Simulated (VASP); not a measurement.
Runs of VASP 6.6.1 on TiN. The structure is that of space group Fm-3m (No. 225), or close to it. The cells are those of the table. 

```tsv
task	cell	cutoff (eV)	k mesh for the DOS	occupations for the DOS	gap on the mesh (eV)	pressure (GPa)
single point	a = 2.943 Å, angles 60.0°, 2 atoms	520	-	-	none	10.2
single point	a = 3.031 Å, angles 60.0°, 2 atoms	520	-	-	none	(a)
single point	a = 2.973 Å, angles 60.0°, 2 atoms	520	-	-	none	0.5
single point	a = 2.912 Å, angles 60.0°, 2 atoms	520	-	-	none	(b)
relaxation of cell and atoms	relaxed from a = 2.997 Å, angles 60.0°, 2 atoms	600	-	-	none	0.0
single point	a = 3.002 Å, angles 60.0°, 2 atoms	520	-	-	none	-7.9
```

Alike in all rows: level PBEsol; potentials or basis VASP PAW PBE potentials, release 64 (Ti_sv, N); no spin polarisation; k mesh 18 × 18 × 18; smearing gaussian 0.1 eV.

Fill in the values left out.

(a) -15.1; (b) 21.7.

Caveats: the PAW data sets were made with another functional, which shifts forces and pressure a little.

A gap of «none» marks levels without a gap at the run's occupations.
